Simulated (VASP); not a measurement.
# Er5Br (P6/mmm) in VASP: notebook, part 2 of 2

VASP 6.6.1. Earlier steps stand in the parts before.

### 4 Single point, PBE

This run uses another cell than the first one, of 30.69 Å³/atom.

Input file INCAR:

```
PREC = Accurate
ENCUT = 500
EDIFF = 1E-6
ISMEAR = 0
SIGMA = 0.1
LREAL = F
LASPH = T
NELM = 200
ALGO = Normal
ISIF = 2
LWAVE = F
LCHARG = T
GGA = PE
LELF = T
LVHAR = T
NBANDS = 35
GGA_COMPAT = F
LMAXMIX = 6
```

Input file KPOINTS:

```
regular mesh
0
Gamma
  6 6 2
```

Input file POSCAR:

```
Er5Br
1.0
    5.8579926879      0.0000000000      0.0000000000
   -2.9289963440      5.0731704829      0.0000000000
    0.0000000000      0.0000000000      6.1957900561
Er Br
5 1
Direct
    0.3333333333      0.6666666667      0.0000000000
    0.6666666667      0.3333333333      0.0000000000
    0.3333333333      0.6666666667      0.5000000000
    0.6666666667      0.3333333333      0.5000000000
    0.0000000000      0.0000000000      0.5000000000
    0.0000000000      0.0000000000      0.0000000000
```

Potentials or basis: VASP PAW PBE potentials, release 64 (Er_3, Br), 4f in core.

Launch:

```sh
cat potpaw_PBE.64/Er_3/POTCAR potpaw_PBE.64/Br/POTCAR > POTCAR
mpirun -np 1 vasp_std > vasp.out
```

OUTCAR:

```text
PREC = Accurate
   ENCUT = 500
   EDIFF = 1E-6
   ISMEAR = 0
   LREAL = F
   LASPH = T
   NELM = 200
   ISIF = 2
   GGA = PE

 ion  position               nearest neighbor table
   1  0.333  0.667  0.000-   3 3.10   3 3.10   2 3.38   2 3.38   2 3.38
   2  0.667  0.333  0.000-   4 3.10   4 3.10   1 3.38   1 3.38   1 3.38
   3  0.333  0.667  0.500-   1 3.10   1 3.10   4 3.38   4 3.38   5 3.38   5 3.38   5 3.38   4 3.38

   4  0.667  0.333  0.500-   2 3.10   2 3.10   3 3.38   3 3.38   5 3.38   5 3.38   5 3.38   3 3.38

   5  0.000  0.000  0.500-   6 3.10   6 3.10   3 3.38   4 3.38   4 3.38   3 3.38   4 3.38   3 3.38

   6  0.000  0.000  0.000-   5 3.10   5 3.10

  LATTYP: Found a hexagonal cell.
 ALAT       =     5.8579926879
 C/A-ratio  =     1.0576643547

  Lattice vectors:

 A1 = (   5.8579926879,   0.0000000000,   0.0000000000)
 A2 = (  -2.9289963440,   5.0731704829,   0.0000000000)
 A3 = (   0.0000000000,   0.0000000000,   6.1957900561)

Analysis of symmetry for initial positions (statically):
=====================================================================
 Subroutine PRICEL returns:
[... 172 lines left out ...]
 cond. band min:       3.1930168406   @ k =   0.1667   0.1667   0.0000
 fundamental gap:      0.0311842579
 Fermi energy:         3.1790316513

 k-point     1 :       0.0000    0.0000    0.0000
  band No.  band energies     occupation
      1     -22.3211      2.00000
      2     -22.3094      2.00000
      3     -22.3094      2.00000
      4     -22.2283      2.00000
      5     -22.1758      2.00000
      6     -22.0746      2.00000
[... 521 lines left out ...]
     34       5.4443      0.00000
     35       5.4532      0.00000

------------------------ aborting loop because EDIFF is reached ----------------------------------------

  FORCE on cell =-STRESS in cart. coord.  units (eV):
  Direction    XX          YY          ZZ          XY          YZ          ZX
  --------------------------------------------------------------------------------------
  -------------------------------------------------------------------------------------
  Total        0.2947757      0.2947757      0.2003705     -0.0000000      0.0000000     -0.0000000
  in kB        2.5649409      2.5649409      1.7434899     -0.0000000      0.0000000     -0.0000000
  external PRESSURE =       2.2911239 kB  Pullay stress =       0.0000000 kB

 VOLUME and BASIS-vectors are now :
 -----------------------------------------------------------------------------
  energy-cutoff  :      500.00
  volume of cell :      184.13
      direct lattice vectors                 reciprocal lattice vectors
     5.857992688  0.000000000  0.000000000     0.170706939  0.098557697  0.000000000
    -2.928996344  5.073170483  0.000000000     0.000000000  0.197115394  0.000000000
     0.000000000  0.000000000  6.195790056     0.000000000  0.000000000  0.161399917

 POSITION                                       TOTAL-FORCE (eV/Angst)
 -----------------------------------------------------------------------------------
     -0.00000      3.38211      0.00000        -0.000000      0.000000      0.000000
      2.92900      1.69106      0.00000         0.000000      0.000000      0.000000
     -0.00000      3.38211      3.09790        -0.000000     -0.000000     -0.000000
      2.92900      1.69106      3.09790         0.000000      0.000000      0.000000
      0.00000      0.00000      3.09790        -0.000000      0.000000      0.000000
      0.00000      0.00000      0.00000        -0.000000      0.000000      0.000000
 -----------------------------------------------------------------------------------
    total drift:                               -0.000000      0.000000      0.000000

  FREE ENERGIE OF THE ION-ELECTRON SYSTEM (eV)
  ---------------------------------------------------
  free  energy   TOTEN  =       -22.9391701478 eV

  energy  without entropy=      -22.9004807906  energy(sigma->0) =      -22.91982547
```

OSZICAR:

```text
N       E                     dE             d eps       ncg     rms          rms(c)
DAV:   1     0.408819807495E+03    0.40882E+03   -0.20979E+04  1546   0.140E+03
DAV:   2     0.268257682897E+02   -0.38199E+03   -0.37227E+03  1610   0.983E+02
DAV:   3    -0.169816080868E+02   -0.43807E+02   -0.40262E+02  1846   0.275E+02
DAV:   4    -0.228265231605E+02   -0.58449E+01   -0.53618E+01  1609   0.737E+01
DAV:   5    -0.237347871483E+02   -0.90826E+00   -0.87801E+00  1728   0.216E+01    0.346E+01
DAV:   6    -0.229621471288E+02    0.77264E+00   -0.48919E+00  1736   0.134E+01    0.198E+01
DAV:   7    -0.230300042199E+02   -0.67857E-01   -0.20572E+00  1728   0.761E+00    0.760E+00
DAV:   8    -0.229405236584E+02    0.89481E-01   -0.71334E-01  1720   0.477E+00    0.150E+00
DAV:   9    -0.229389742002E+02    0.15495E-02   -0.55370E-02  1688   0.177E+00    0.438E-01
DAV:  10    -0.229391122904E+02   -0.13809E-03   -0.49690E-03  1656   0.674E-01    0.132E-01
DAV:  11    -0.229391543793E+02   -0.42089E-04   -0.63634E-04  1704   0.246E-01    0.528E-02
DAV:  12    -0.229391681997E+02   -0.13820E-04   -0.11833E-04  1672   0.948E-02    0.110E-02
DAV:  13    -0.229391699598E+02   -0.17600E-05   -0.13839E-05  1464   0.399E-02    0.744E-03
DAV:  14    -0.229391701478E+02   -0.18809E-06   -0.16556E-06  1008   0.193E-02
   1 F= -.22939170E+02 E0= -.22919825E+02  d E =-.386894E-01
```

stdout:

```text
POSCAR found type information on POSCAR ErBr
 POSCAR found :  2 types and       6 ions
 scaLAPACK will be used
 LDA part: xc-table for (Slater+PW92), standard interpolation
 POSCAR, INCAR and KPOINTS ok, starting setup
 FFT: planning ... GRIDC
 FFT: planning ... GRID_SOFT
 FFT: planning ... GRID
 WAVECAR not read
 entering main loop
```

Run time: 2.2 min. Hardware: 1 thread of Intel Xeon Platinum 8375C at 2.90GHz (Ice Lake), shared host; peak memory 0.34 GiB.

What came out:

| Quantity | Value |
| --- | --- |
| Free energy | -22.9392 eV |
| Pressure | 0.2 GPa |
| Band gap on the k mesh | zero (bands 26 and 27 overlap by 0.47 eV) |

Stress tensor (GPa, compression positive):
```
0.26 0.00 0.00
0.00 0.26 0.00
0.00 0.00 0.17
```

Caveat: the k points lie up to 0.51 Å⁻¹ apart; spin-orbit coupling is left out, which moves the levels of the heavy elements; the 4f electrons are frozen in the core, so they carry no moment and show no levels; the run has no spin polarisation, though such a crystal can be magnetic.

### 5 Relaxation of cell and atoms, PBE

This run uses another cell than the first one, of 26.28 Å³/atom.

Input file INCAR:

```
PREC = Accurate
ENCUT = 500
EDIFF = 1E-7
ISMEAR = 0
SIGMA = 0.1
LREAL = F
LASPH = T
NELM = 200
ALGO = Normal
ISIF = 3
LWAVE = F
LCHARG = F
GGA = PE
IBRION = 2
NSW = 90
EDIFFG = -0.04
GGA_COMPAT = F
NELMIN = 4
LMAXMIX = 6
```

Input file KPOINTS:

```
Automatic mesh
0
Gamma
  6 6 2
```

Input file POSCAR:

```
Er5Br
1.0
    4.3243203600      0.0000000000      0.0000000000
   -2.1621601800      3.7449712900      0.0000000000
    0.0000000000      0.0000000000      9.7373119600
Er Br
5 1
Direct
    0.3333333300      0.6666666700      0.0000000000
    0.6666666700      0.3333333300      0.0000000000
    0.3333333300      0.6666666700      0.5000000000
    0.6666666700      0.3333333300      0.5000000000
    0.0000000000      0.0000000000      0.5000000000
    0.0000000000      0.0000000000      0.0000000000
```

Potentials or basis: VASP PAW PBE potentials, release 64 (Er_3, Br), 4f in core.

Launch:

```sh
cat potpaw_PBE.64/Er_3/POTCAR potpaw_PBE.64/Br/POTCAR > POTCAR
mpirun -np 1 vasp_std > vasp.out
```

OUTCAR:

```text
PREC = Accurate
   ENCUT = 500
   EDIFF = 1E-7
   ISMEAR = 0
   LREAL = F
   LASPH = T
   NELM = 200
   ISIF = 3
   GGA = PE
   IBRION = 2
   NSW = 90
   EDIFFG = -0.04
   NELMIN = 4

 ion  position               nearest neighbor table
   1  0.333  0.667  0.000-   6 2.50   2 2.50   2 2.50   6 2.50   6 2.50   2 2.50
   2  0.667  0.333  0.000-   1 2.50   6 2.50   1 2.50   6 2.50   6 2.50   1 2.50
   3  0.333  0.667  0.500-   5 2.50   4 2.50   4 2.50   5 2.50   5 2.50   4 2.50
   4  0.667  0.333  0.500-   3 2.50   5 2.50   3 2.50   5 2.50   5 2.50   3 2.50
   5  0.000  0.000  0.500-   3 2.50   4 2.50   4 2.50   3 2.50   4 2.50   3 2.50
   6  0.000  0.000  0.000-   1 2.50   2 2.50   2 2.50   1 2.50   2 2.50   1 2.50

  LATTYP: Found a hexagonal cell.
 ALAT       =     4.3243203600
 C/A-ratio  =     2.2517554550

  Lattice vectors:

 A1 = (   4.3243203600,   0.0000000000,   0.0000000000)
 A2 = (  -2.1621601800,   3.7449712900,   0.0000000000)
 A3 = (   0.0000000000,   0.0000000000,   9.7373119600)

Analysis of symmetry for initial positions (statically):
=====================================================================
 Subroutine PRICEL returns:
 Original cell was already a primitive cell.

 Routine SETGRP: Setting up the symmetry group for a
 hexagonal supercell.

 Subroutine GETGRP returns: Found 24 space group operations
 (whereof 24 operations were pure point group operations)
 out of a pool of 24 trial point group operations.

The static configuration has the point symmetry D_6h.

[... 141 lines left out ...]
 non-spin polarized calculation
 Gauss-broadening in eV      SIGMA  =   0.10
  energy-cutoff  :      500.00
  volume of cell :      157.69
 maximum number of plane-waves:      4025
 NGX is ok and might be reduce to    32
   NGX = 15   NGY = 15   NGZ = 35

--------------------------------------- Ionic step        1  -------------------------------------------

 number of electron      52.0000003 magnetization

 Free energy of the ion-electron system (eV)
  ---------------------------------------------------
  ext. energy  EPLUGINS =         0.00000000
  ---------------------------------------------------
  free energy    TOTEN  =        -4.44027537 eV

  energy without entropy =       -4.39189209  energy(sigma->0) =       -4.41608373

 E-fermi :   3.1450     XC(G=0):  -9.5713

 val. band max:        3.1288926914   @ k =   0.5000  -0.0000   0.5000
 cond. band min:       3.1562565661   @ k =   0.5000  -0.0000   0.0000
 fundamental gap:      0.0273638747
 Fermi energy:         3.1449569549
[... 1073 lines left out ...]
     30       6.0836      0.00000
     31       6.0836      0.00000

[... ionic steps 4 to 11 ...]

--------------------------------------- Ionic step       12  -------------------------------------------

 number of electron      52.0000007 magnetization

------------------------ aborting loop because EDIFF is reached ----------------------------------------
[... 75 lines left out ...]
--------------------------------------- Ionic step       14  -------------------------------------------

 number of electron      52.0000007 magnetization

 Free energy of the ion-electron system (eV)
  ---------------------------------------------------
  ext. energy  EPLUGINS =         0.00000000
  ---------------------------------------------------
  free energy    TOTEN  =       -22.92773215 eV

  energy without entropy =      -22.88848207  energy(sigma->0) =      -22.90810711

 E-fermi :   3.1251     XC(G=0):  -9.5925

 val. band max:        3.1029225657   @ k =   0.1667  -0.0000   0.0000
 cond. band min:       3.1387761922   @ k =   0.1667   0.1667   0.0000
 fundamental gap:      0.0358536265
 Fermi energy:         3.1250589046
[... 507 lines left out ...]
  FREE ENERGIE OF THE ION-ELECTRON SYSTEM (eV)
  ---------------------------------------------------
  free  energy   TOTEN  =       -22.9277321516 eV

  energy  without entropy=      -22.8884820748  energy(sigma->0) =      -22.90810711

 reached required accuracy - stopping structural energy minimisation
```

CONTCAR:

```text
Er5Br
   1.00000000000000
     5.8788858753519673   -0.0000000000000000   -0.0000000000000000
    -2.9394429376759836    5.0912645225127768    0.0000000000000000
    -0.0000000000000000    0.0000000000000000    6.2132142144113276
  Er              Br
     5     1
Direct
     0.3333333300000021    0.6666666699999979    0.0000000000000000
     0.6666666699999979    0.3333333300000021    1.0000000000000000
     0.3333333300000021    0.6666666699999979    0.5000000000000000
     0.6666666699999979    0.3333333300000021    0.5000000000000000
     1.0000000000000000    1.0000000000000000    0.5000000000000000
     1.0000000000000000    1.0000000000000000    0.0000000000000000

  0.00000000E+00  0.00000000E+00  0.00000000E+00
  0.00000000E+00  0.00000000E+00  0.00000000E+00
  0.00000000E+00  0.00000000E+00  0.00000000E+00
  0.00000000E+00  0.00000000E+00  0.00000000E+00
  0.00000000E+00  0.00000000E+00  0.00000000E+00
  0.00000000E+00  0.00000000E+00  0.00000000E+00
```

Wall time 22 min (1 thread of Intel Xeon Platinum 8375C at 2.90GHz (Ice Lake), shared host); peak memory 0.31 GiB.

What came out:

```
Free energy                           : -22.9277 eV
Relaxed volume                        : 30.99 Å³/atom
Relaxed cell                          : a = 5.879 Å, b = 5.879 Å, c = 6.213 Å, α = 90.00°, β = 90.00°, γ = 120.00°
Space group after relaxing (to 0.1 Å) : P6/mmm (No. 191)
Pressure after relaxing               : -0.1 GPa
Band gap on the k mesh                : zero (bands 26 and 27 overlap by 0.46 eV)
```

Final structure:
```
Er Br
1.0
     5.87889    0.00000    0.00000
    -2.93944    5.09126    0.00000
     0.00000    0.00000    6.21321
Er Br
5 1
Direct
  0.33333 0.66667 0.00000
  0.66667 0.33333 0.00000
  0.33333 0.66667 0.50000
  0.66667 0.33333 0.50000
  0.00000 0.00000 0.50000
  0.00000 0.00000 0.00000
```

Levels at points of the mesh, in eV from the Fermi level:
```tsv
k point	band 23	band 24	band 25	band 26	band 27	band 28	band 29	band 30
(0.00, 0.00, 0.00)	-0.70	-0.61	-0.20	0.02	0.02	0.06	0.06	0.87
(0.50, 0.00, 0.00)	-1.50	-0.64	-0.47	-0.11	0.14	0.16	0.18	0.55
(0.00, 0.00, 0.50)	-0.33	0.02	0.02	0.30	0.30	0.95	1.02	1.35
(0.50, 0.00, 0.50)	-1.15	-0.63	-0.42	-0.25	0.19	0.60	0.89	1.16
```

Caveat: the volume moved by over 15 % at a fixed basis, so the end points are rough; spin-orbit coupling is left out, which moves the levels of the heavy elements; the 4f electrons are frozen in the core, so they carry no moment and show no levels; the run has no spin polarisation, though such a crystal can be magnetic.

### 6 The runs side by side

| task | cell | k mesh | gap on the mesh (eV) | pressure (GPa) |
| --- | --- | --- | --- | --- |
| single point | a = 5.852, b = 5.852, c = 6.236 Å, angles 90.0, 90.0, 120.0°, 6 atoms | 3 × 3 × 4 | none | 0.2 |
| single point | a = 4.324, b = 4.324, c = 9.737 Å, angles 90.0, 90.0, 120.0°, 6 atoms | 6 × 6 × 2 | none | 40.4 |
| single point | a = 5.858, b = 5.858, c = 6.196 Å, angles 90.0, 90.0, 120.0°, 6 atoms | 6 × 6 × 2 | none | 0.2 |
| relaxation of cell and atoms | relaxed from a = 4.324, b = 4.324, c = 9.737 Å, angles 90.0, 90.0, 120.0°, 6 atoms | 6 × 6 × 2 | none | -0.1 |

Alike in all rows: level PBE; potentials or basis VASP PAW PBE potentials, release 64 (Er_3, Br), 4f in core; no spin polarisation; cutoff (eV) 500; smearing gaussian 0.1 eV.

Caveats: some runs use coarse meshes; spin-orbit coupling is left out, which moves the levels of the heavy elements; the 4f electrons are frozen in the core, so they carry no moment and show no levels; the run has no spin polarisation, though such a crystal can be magnetic; the stress differs along the axes, from -7 to 64 GPa (at least some runs); the volume moved by over 15 % at a fixed basis, so the end points are rough (at least some runs).

Absolute energies hang on the potentials; compare differences alone.

The gap in the log of VASP goes by the Fermi energy; the results here count the filled bands.